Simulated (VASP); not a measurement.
ZrB:

```xyz
2
Lattice="0.0000 2.3250 2.3250 2.3250 0.0000 2.3250 2.3250 2.3250 0.0000" Properties=species:S:1:pos:R:3 pbc="T T T"
Zr    0.0000    0.0000    0.0000
B     2.3250    2.3250    2.3250
```

```yaml
Program: VASP 6.6.1
Task: relaxation of cell and atoms
Functional: BLYP
Dispersion: D3(BJ)
Potentials_or_basis: VASP PAW PBE potentials, release 64 (Zr_sv, B)
Cutoff: 600 eV
k_mesh: 10 × 10 × 10
Occupations: fermi-dirac, width 0.05 eV
Spin: no spin polarisation
```

At the start: pressure 28.2 GPa; volume 12.57 Å³/atom.

Q: Where does the relaxation end?

A: Over 17 steps the energy falls by 140.4 meV/atom and the volume is 14.34 Å³/atom (+14.1 %); space group Fm-3m (No. 225, to 0.05 Å).

The path:
```csv
step,energy change (eV),largest force (eV/Å),pressure (GPa),volume (Å³)
1,0.0000,0.0000,28.19,25.14
2,0.1074,0.0000,-20.07,34.07
3,-0.2805,0.0000,-0.79,28.83
4,-0.2809,0.0000,-0.11,28.71
5,-0.2808,0.0000,0.32,28.64
6,-0.2808,0.0000,0.32,28.64
7,-0.2808,0.0000,0.30,28.64
8,-0.2808,0.0000,0.29,28.64
9,-0.2808,0.0000,0.29,28.64
10,-0.2808,0.0000,0.29,28.64
11,-0.2808,0.0000,0.29,28.64
12,-0.2808,0.0000,0.29,28.64
13,-0.2808,0.0000,0.28,28.65
14,-0.2808,0.0000,0.26,28.65
15,-0.2808,0.0000,0.24,28.65
16,-0.2809,0.0000,0.16,28.67
17,-0.2809,0.0000,0.03,28.69
```

Final structure:
```
Zr B
1.0
     0.00000    2.42975    2.42975
     2.42975    0.00000    2.42975
     2.42975    2.42975    0.00000
Zr B
1 1
Direct
  0.00000 0.00000 0.00000
  0.50000 0.50000 0.50000
```

Caveat: the PAW data sets were made with another functional, which shifts forces and pressure a little; the volume moved by +14 % from the deposited cell, more than functionals usually miss; pairwise dispersion overbinds metals, which lowers pressure and volume.
